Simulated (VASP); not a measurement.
Write the native input for VASP 6.6.1 that does the following.

```
Task                   : relaxation of cell and atoms
Functional             : PBE
Potentials or basis    : VASP PAW PBE potentials, release 64 (Si, S)
Cutoff                 : 600 eV
k mesh                 : 6 × 6 × 4
Occupations            : gaussian, width 0.1 eV
Spin                   : no spin polarisation
Dipole correction      : no
Further INCAR settings : ALGO = Normal; EDIFF = 1e-06; IBRION = 2; EDIFFG = -0.04; NSW = 90; ISIF = 3
```

The structure of Si4S lies in POSCAR:

```
Si4S
1.0
    4.0055181100      0.0000000000      0.0000000000
   -2.0027590500      3.4688804400      0.0000000000
    0.0000000000      0.0000000000      5.8797058400
Si S
4 1
Direct
    0.3333333300      0.6666666700      0.7236704900
    0.6666666700      0.3333333300      0.7236704900
    0.6666666700      0.3333333300      0.2763295100
    0.3333333300      0.6666666700      0.2763295100
    0.0000000000      0.0000000000      0.0000000000
```

One way to write it, as run:

INCAR

```
PREC = Accurate
ENCUT = 600
EDIFF = 1E-6
ISMEAR = 0
SIGMA = 0.1
LREAL = False
LASPH = True
NELM = 100
ALGO = Normal
ISIF = 3
LWAVE = False
LCHARG = False
GGA = PE
IBRION = 2
NSW = 90
EDIFFG = -0.04
```

KPOINTS

```
regular mesh
0
Gamma
  6 6 4
```

Potentials or basis: VASP PAW PBE potentials, release 64 (Si, S).

Command:

```sh
$ cat potpaw_PBE.64/Si/POTCAR potpaw_PBE.64/S/POTCAR > POTCAR
$ mpirun -np 1 vasp_std > vasp.out
```

Results of the run:

The relaxed volume is 17.78 Å³/atom, the relaxed cell is a = 4.136 Å, b = 4.136 Å, c = 6.004 Å, α = 90.00°, β = 90.00°, γ = 120.00° and the space group after relaxing (to 0.05 Å) is P6/mmm (No. 191). The energy gained by relaxing is 38.7 meV/atom, the ionic steps are 4 and the pressure after relaxing is 0.1 GPa. The largest force after relaxing is 0.005 eV/Å and the band gap on the k mesh is zero (band 11 reaches 8.00 eV, above the bottom of band 12 at 6.11 eV).

Run time: 63 s on 1 thread of Intel(R) Xeon(R) Platinum 8259CL CPU @ 2.50GHz (Skylake/Cascade Lake), with other jobs on the host, peak memory 0.22 GiB.
